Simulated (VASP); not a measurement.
# MgB (P4/mmm) in VASP: a series of runs

MgB is run at these levels: PBE; tasks: single point, relaxation of cell and atoms.

Program: VASP 6.6.1. These are calculated values, not measurements. Logs are shortened: lines on timing, memory, paths and dates and some standing lists are left out, and cuts for length are marked.

### Step 1. The cell of the first run

Symmetry: P4/mmm, No. 123, tetragonal system. Conventional cell: a = 2.614 Å, b = 2.614 Å, c = 3.637 Å, α = 90.00°, β = 90.00°, γ = 90.00°. Within 3.4 Å of Mg (site symmetry 4/mmm) lie 8 B at 2.59 Å and 4 Mg at 2.61 Å. Within 3.4 Å of B (site symmetry 4/mmm) lie 8 Mg at 2.59 Å and 4 B at 2.61 Å.

### Step 2. Single point, PBE

INCAR

```
SYSTEM = MgB
PREC = Accurate
ENCUT = 600
EDIFF = 1E-6
ISMEAR = 0
SIGMA = 0.1
LREAL = .FALSE.
LASPH = .TRUE.
NELM = 120
ALGO = Normal
ISIF = 2
LWAVE = .FALSE.
LCHARG = .FALSE.
GGA = PE
NBANDS = 10
GGA_COMPAT = .FALSE.
```

KPOINTS

```
Automatic mesh
0
G
  6 6 6
  0 0 0
```

POSCAR

```
MgB
1.0
    2.6142905300      0.0000000000      0.0000000000
    0.0000000000      2.6142905300      0.0000000000
    0.0000000000      0.0000000000      3.6367887800
Mg B
1 1
Direct
    0.0000000000      0.0000000000      0.0000000000
    0.5000000000      0.5000000000      0.5000000000
```

Potentials or basis: VASP PAW PBE potentials, release 64 (Mg, B).

Run with:

```bash
$ cat potpaw_PBE.64/Mg/POTCAR potpaw_PBE.64/B/POTCAR > POTCAR
$ mpirun -np 1 vasp_std > vasp.out
```

OUTCAR:

```text
SYSTEM = MgB
   PREC = Accurate
   ENCUT = 600
   EDIFF = 1E-6
   ISMEAR = 0
   LREAL = .FALSE.
   LASPH = .TRUE.
   NELM = 120
   ISIF = 2
   GGA = PE

 ion  position               nearest neighbor table
   1  0.000  0.000  0.000-   2 2.59   2 2.59   2 2.59   2 2.59   2 2.59   2 2.59   2 2.59   2 2.59

   2  0.500  0.500  0.500-   1 2.59   1 2.59   1 2.59   1 2.59   1 2.59   1 2.59   1 2.59   1 2.59

  LATTYP: Found a simple tetragonal cell.
 ALAT       =     2.6142905300
 C/A-ratio  =     1.3911188287

  Lattice vectors:

 A1 = (   2.6142905300,   0.0000000000,   0.0000000000)
 A2 = (   0.0000000000,   2.6142905300,   0.0000000000)
 A3 = (   0.0000000000,   0.0000000000,   3.6367887800)

Analysis of symmetry for initial positions (statically):
=====================================================================
 Subroutine PRICEL returns:
 Original cell was already a primitive cell.

 Routine SETGRP: Setting up the symmetry group for a
 simple tetragonal supercell.

 Subroutine GETGRP returns: Found 16 space group operations
 (whereof 16 operations were pure point group operations)
 out of a pool of 16 trial point group operations.

The static configuration has the point symmetry D_4h.

Analysis of symmetry for dynamics (positions and initial velocities):
=====================================================================
 Subroutine PRICEL returns:
 Original cell was already a primitive cell.

 Routine SETGRP: Setting up the symmetry group for a
 simple tetragonal supercell.

 Subroutine GETGRP returns: Found 16 space group operations
 (whereof 16 operations were pure point group operations)
 out of a pool of 16 trial point group operations.

The dynamic configuration has the point symmetry D_4h.

 Subroutine INISYM returns: Found 16 space group operations
 (whereof 16 operations are pure point group operations),
 and found     1 'primitive' translations

----------------------------------------------------------------------------------------

                                     Primitive cell

  volume of cell :      24.8557

  direct lattice vectors                    reciprocal lattice vectors
     2.614290530  0.000000000  0.000000000     0.382512957  0.000000000  0.000000000
     0.000000000  2.614290530  0.000000000     0.000000000  0.382512957  0.000000000
     0.000000000  0.000000000  3.636788780     0.000000000  0.000000000  0.274967852

  length of vectors
     2.614290530  2.614290530  3.636788780     0.382512957  0.382512957  0.274967852

  position of ions in fractional coordinates (direct lattice)
     0.000000000  0.000000000  0.000000000
     0.500000000  0.500000000  0.500000000

  ion indices of the primitive-cell ions
   primitive index   ion index
                 1           1
                 2           2

----------------------------------------------------------------------------------------

 KPOINTS: Automatic mesh

Automatic generation of k-mesh.
 Grid dimensions read from file:
 generate k-points for:    6    6    6

 Generating k-lattice:

  Cartesian coordinates                     Fractional coordinates (reciprocal lattice)
     0.063752159  0.000000000  0.000000000     0.166666667  0.000000000  0.000000000
     0.000000000  0.063752159  0.000000000     0.000000000  0.166666667  0.000000000
     0.000000000  0.000000000  0.045827975     0.000000000  0.000000000  0.166666667

  Length of vectors
     0.063752159  0.063752159  0.045827975

  Shift w.r.t. Gamma in fractional coordinates (k-lattice)
     0.000000000  0.000000000  0.000000000

 Subroutine IBZKPT returns following result:
 ===========================================

 Found     40 irreducible k-points:

 Following reciprocal coordinates:
            Coordinates               Weight
  0.000000  0.000000  0.000000      1.000000
  0.166667  0.000000  0.000000      4.000000
  0.333333  0.000000  0.000000      4.000000
  0.500000  0.000000  0.000000      2.000000
  0.166667  0.166667  0.000000      4.000000
  0.333333  0.166667  0.000000      8.000000
[... 16 lines left out ...]
  0.333333  0.000000  0.333333      8.000000
  0.500000  0.000000  0.333333      4.000000
 [... further k-points ...]
   k-points           NKPTS =     40   k-points in BZ     NKDIM =     40   number of bands    NBANDS=     10
   number of dos      NEDOS =    301   number of ions     NIONS =      2
   total plane-waves  NPLWV =  17280
   dimension x,y,z NGX =    24 NGY =   24 NGZ =   30
   dimension x,y,z NGXF=    48 NGYF=   48 NGZF=   60
   ions per type =               1   1
   NGX,Y,Z   is equivalent  to a cutoff of  15.26, 15.26, 13.71 a.u.
   NGXF,Y,Z  is equivalent  to a cutoff of  30.52, 30.52, 27.43 a.u.
 SYSTEM =  MgB
   PREC   = accura    normal or accurate (medium, high low for compatibility)
   ISTART =      0    job   : 0-new  1-cont  2-samecut
   ICHARG =      2    charge: 1-file 2-atom 10-const
   ISPIN  =      1    spin polarized calculation?
   LNONCOLLINEAR =      F non collinear calculations
   LSORBIT =      F    spin-orbit coupling
   LASPH  =      T    aspherical Exc in radial PAW
   ENCUT  =  600.0 eV  44.10 Ry    6.64 a.u.   5.22  5.22  7.26*2*pi/ulx,y,z
   NELM   =    120;   NELMIN=  2; NELMDL= -5     # of ELM steps
   EDIFF  = 0.1E-05   stopping-criterion for ELM
   LREAL  =      F    real-space projection
   EDIFFG = 0.1E-04   stopping-criterion for IOM
   NSW    =      0    number of steps for IOM
   IBRION =     -1    ionic relax: 0-MD 1-quasi-New 2-CG
   NFREE  =      0    steps in history (QN), initial steepest desc. (CG)
   ISIF   =      2    stress and relaxation
   ISYM   =      2    0-nonsym 1-usesym 2-fastsym
   POTIM  = 0.5000    time-step for ionic-motion
   TEBEG  =    0.0;   TEEND  =   0.0 temperature during run
   PSTRESS=    0.0 pullay stress
   NELECT =       5.0000    total number of electrons
   NUPDOWN=      -1.0000    fix difference up-down
   EMIN   =  10.00;   EMAX   =-10.00  energy-range for DOS
   EFERMI =   0.00;   METHOD = LEGACY
   ISMEAR =     0;   SIGMA  =   0.10  broadening in eV -4-tet -1-fermi 0-gaus
   EFERMI_NEDOS =   21; number of points for ismear=-14 and -15
   IALGO  =     38    algorithm
   IMIX   =      4    mixing-type and parameters
     AMIX     =   0.40;   BMIX     =  1.00
     AMIX_MAG =   1.60;   BMIX_MAG =  1.00
  volume/ion in A,a.u.               =      12.43        83.87
  Fermi-wavevector in a.u.,A,eV,Ry     =   0.959230  1.812683 12.519031  0.920123
  Thomas-Fermi vector in A             =   2.088408
   LORBIT       =      0    0 simple, 1 ext, 2 COOP (PROOUT), +10 PAW based schemes
   GGA     = PE    functional components
   LHFCALC =     F    Hartree Fock is set to
   AEXX    =    0.0000 exact exchange contribution
   IVDW    =     0    specifies the selected vdW correction
   LEPSILON=     F    determine dielectric tensor
   LRPA    =     F    only Hartree local field effects (RPA)
 non-spin polarized calculation
 Gauss-broadening in eV      SIGMA  =   0.10
  energy-cutoff  :      600.00
  volume of cell :       24.86
 maximum number of plane-waves:       856
 NGX is ok and might be reduce to    24
   NGX = 11   NGY = 11   NGZ = 15

 number of electron       5.0000000 magnetization

 Free energy of the ion-electron system (eV)
  ---------------------------------------------------
  ext. energy  EPLUGINS =         0.00000000
  ---------------------------------------------------
  free energy    TOTEN  =        -6.45010514 eV

  energy without entropy =       -6.44891597  energy(sigma->0) =       -6.44951056

 E-fermi :   4.2975     XC(G=0): -10.2792

 val. band max:        4.1844102659   @ k =   0.3333   0.3333   0.3333
 cond. band min:       4.3746146268   @ k =   0.5000   0.5000   0.5000
 fundamental gap:      0.1902043610
 Fermi energy:         4.2974618509

 k-point     1 :       0.0000    0.0000    0.0000
  band No.  band energies     occupation
      1      -6.1386      2.00000
      2       2.8208      2.00000
      3       5.9152      0.00000
      4       9.7584      0.00000
      5       9.7584      0.00000
      6      14.3005      0.00000
      7      17.2328      0.00000
      8      20.3149      0.00000
      9      23.0378      0.00000
     10      23.0378      0.00000

 k-point     2 :       0.1667    0.0000    0.0000
  band No.  band energies     occupation
      1      -5.5963      2.00000
      2       3.2595      2.00000
      3       6.1860      0.00000
      4       6.9753      0.00000
      5      10.0673      0.00000
      6      15.3021      0.00000
      7      17.6640      0.00000
      8      17.6942      0.00000
      9      22.6462      0.00000
     10      23.1045      0.00000

 k-point     3 :       0.3333    0.0000    0.0000
  band No.  band energies     occupation
      1      -4.0079      2.00000
      2       2.4310      2.00000
      3       4.4125      0.10388
      4       8.0821      0.00000
      5      10.7883      0.00000
      6      13.6613      0.00000
      7      13.7098      0.00000
      8      18.2358      0.00000
      9      22.9112      0.00000
     10      23.1424      0.00000

 k-point     4 :       0.5000    0.0000    0.0000
  band No.  band energies     occupation
      1      -2.0403      2.00000
      2      -0.4561      2.00000
      3       5.2816      0.00000
      4       9.9699      0.00000
      5      11.2234      0.00000
      6      11.3029      0.00000
      7      11.7576      0.00000
      8      19.9537      0.00000
      9      20.9648      0.00000
     10      22.2424      0.00000
[... 222 lines left out ...]
 k-point    22 :       0.1667    0.0000    0.3333
  band No.  band energies     occupation
      1      -4.6141      2.00000
      2      -0.6330      2.00000
      3       7.2190      0.00000
      4      10.2815      0.00000
      5      11.6644      0.00000
      6      13.4430      0.00000
      7      17.6269      0.00000
      8      19.0234      0.00000
      9      20.2755      0.00000
     10      21.4043      0.00000

 k-point    23 :       0.3333    0.0000    0.3333
  band No.  band energies     occupation
      1      -3.0850      2.00000
      2       0.8514      2.00000
      3       3.1896      2.00000
      4       8.6141      0.00000
      5      11.0324      0.00000
      6      13.3367      0.00000
      7      18.7127      0.00000
      8      19.1977      0.00000
      9      21.2448      0.00000
     10      22.6338      0.00000

 k-point    24 :       0.5000    0.0000    0.3333
  band No.  band energies     occupation
      1      -1.1926      2.00000
      2       0.3508      2.00000
      3       2.2764      2.00000
      4       6.2735      0.00000
      5      11.4868      0.00000
      6      14.0861      0.00000
      7      18.4310      0.00000
      8      20.7050      0.00000
      9      22.0854      0.00000
     10      22.1997      0.00000

 [... further k-points ...]
[... 5 lines left out ...]
  --------------------------------------------------------------------------------------
  -------------------------------------------------------------------------------------
  Total        0.5236310      0.5236310     -2.9139259      0.0000000      0.0000000     -0.0000000
  in kB       33.7528245     33.7528245   -187.8292837      0.0000000      0.0000000     -0.0000000
  external PRESSURE =     -40.1078782 kB  Pullay stress =       0.0000000 kB

 VOLUME and BASIS-vectors are now :
 -----------------------------------------------------------------------------
  energy-cutoff  :      600.00
  volume of cell :       24.86
      direct lattice vectors                 reciprocal lattice vectors
     2.614290530  0.000000000  0.000000000     0.382512957  0.000000000  0.000000000
     0.000000000  2.614290530  0.000000000     0.000000000  0.382512957  0.000000000
     0.000000000  0.000000000  3.636788780     0.000000000  0.000000000  0.274967852

 POSITION                                       TOTAL-FORCE (eV/Angst)
 -----------------------------------------------------------------------------------
      0.00000      0.00000      0.00000         0.000000      0.000000      0.000000
      1.30715      1.30715      1.81839         0.000000      0.000000      0.000000
 -----------------------------------------------------------------------------------
    total drift:                                0.000000     -0.000000     -0.000000

  FREE ENERGIE OF THE ION-ELECTRON SYSTEM (eV)
  ---------------------------------------------------
  free  energy   TOTEN  =        -6.4501051390 eV

  energy  without entropy=       -6.4489159729  energy(sigma->0) =       -6.44951056
```

Wall time 14 s (1 thread of Intel Xeon 8259CL, shared host); peak memory 0.15 GiB.

What came out:

- Free energy: -6.4501 eV
- Pressure: -4.0 GPa

Stress tensor (GPa, compression positive):
```
  3.38   0.00   0.00
  0.00   3.38   0.00
  0.00   0.00 -18.78
```

Caveat: the k points lie up to 0.40 Å⁻¹ apart.

### Step 3. Relaxation of cell and atoms, PBE

INCAR

```
SYSTEM = MgB
ALGO = Normal ; EDIFF = 1E-7
EDIFFG = -0.01 ; ENCUT = 600
GGA = PE ; GGA_COMPAT = .FALSE.
IBRION = 2 ; ISIF = 3
ISMEAR = 0 ; LASPH = .TRUE.
LCHARG = .FALSE. ; LREAL = .FALSE.
LWAVE = .FALSE. ; NELM = 120
NELMIN = 4 ; NSW = 100
PREC = Accurate ; SIGMA = 0.1
```

KPOINTS

```
k-points
0
G
  22 22 16
  0 0 0
```

POSCAR is that of step 2.

Potentials or basis: VASP PAW PBE potentials, release 64 (Mg, B).

Run with:

```bash
$ cat potpaw_PBE.64/Mg/POTCAR potpaw_PBE.64/B/POTCAR > POTCAR
$ mpirun -np 1 vasp_std > vasp.out
```

Run time: 8.9 min. Hardware: 1 thread of AMD EPYC 9R45 (Zen 5), shared host; peak memory 0.29 GiB.

It converged, with:

```
Free energy                            : -6.6177 eV
Relaxed volume                         : 12.08 Å³/atom
Relaxed cell                           : a = 2.896 Å, b = 2.896 Å, c = 2.881 Å, α = 90.00°, β = 90.00°, γ = 90.00°
Space group after relaxing (to 0.05 Å) : Pm-3m (No. 221)
Energy gained by relaxing              : 94.9 meV/atom
Ionic steps                            : 20
Pressure after relaxing                : 0.1 GPa
```

The path:
| step | energy change (eV) | largest force (eV/Å) | pressure (GPa) | volume (Å³) |
| --- | --- | --- | --- | --- |
| 1 | 0.0000 | 0.0000 | -4.10 | 24.86 |
| 2 | -0.0826 | 0.0000 | 0.40 | 23.70 |
| 3 | -0.0969 | 0.0000 | 3.37 | 23.06 |
| 4 | -0.0971 | 0.0000 | 3.80 | 22.97 |
| 5 | -0.1218 | 0.0000 | 1.02 | 23.71 |
| 6 | -0.1379 | 0.0000 | -1.76 | 24.60 |
| 7 | -0.1279 | 0.0000 | -6.22 | 26.38 |
| 8 | -0.1429 | 0.0000 | -3.07 | 25.07 |
| 9 | -0.1580 | 0.0000 | -3.09 | 25.11 |
| 10 | -0.1644 | 0.0000 | -3.04 | 25.13 |
| 11 | -0.1758 | 0.0000 | -2.99 | 25.13 |
| 12 | -0.1659 | 0.0000 | -2.66 | 25.00 |
| 13 | -0.1803 | 0.0000 | -3.00 | 25.11 |
| 14 | -0.1808 | 0.0000 | -2.98 | 25.10 |
| 15 | -0.1807 | 0.0000 | -2.99 | 25.11 |
| 16 | -0.1893 | 0.0000 | -0.70 | 24.38 |
| 17 | -0.1897 | 0.0000 | -0.02 | 24.18 |
| 18 | -0.1897 | 0.0000 | 0.04 | 24.16 |
| 19 | -0.1898 | 0.0000 | 0.04 | 24.16 |
| 20 | -0.1898 | 0.0000 | 0.05 | 24.16 |

Final structure:
```cif
data_structure
_symmetry_space_group_name_H-M 'P 1'
_symmetry_Int_Tables_number 1
_cell_length_a 2.8959
_cell_length_b 2.8959
_cell_length_c 2.8805
_cell_angle_alpha 90.000
_cell_angle_beta 90.000
_cell_angle_gamma 90.000
_cell_volume 24.16
loop_
_atom_site_label
_atom_site_type_symbol
_atom_site_fract_x
_atom_site_fract_y
_atom_site_fract_z
_atom_site_occupancy
Mg1 Mg 0.00000 0.00000 0.00000 1
B1 B 0.50000 0.50000 0.50000 1
```

Levels at points of the mesh, in eV from the Fermi level:
| k point | band 1 | band 2 | band 3 | band 4 | band 5 | band 6 |
| --- | --- | --- | --- | --- | --- | --- |
| (0.00, 0.00, 0.00) | -10.82 | 2.45 | 2.45 | 2.57 | 6.96 | 7.04 |
| (0.50, 0.00, 0.00) | -7.72 | -5.79 | 3.60 | 3.71 | 10.64 | 10.88 |
| (0.50, 0.50, 0.00) | -4.89 | -3.35 | -3.35 | 1.66 | 5.01 | 12.95 |
| (0.00, 0.00, 0.50) | -7.67 | -5.77 | 3.63 | 3.63 | 10.57 | 10.88 |
| (0.50, 0.00, 0.50) | -4.84 | -3.33 | -3.32 | 1.71 | 4.94 | 12.87 |
| (0.50, 0.50, 0.50) | -1.77 | -1.36 | -1.33 | -1.33 | 3.99 | 3.99 |
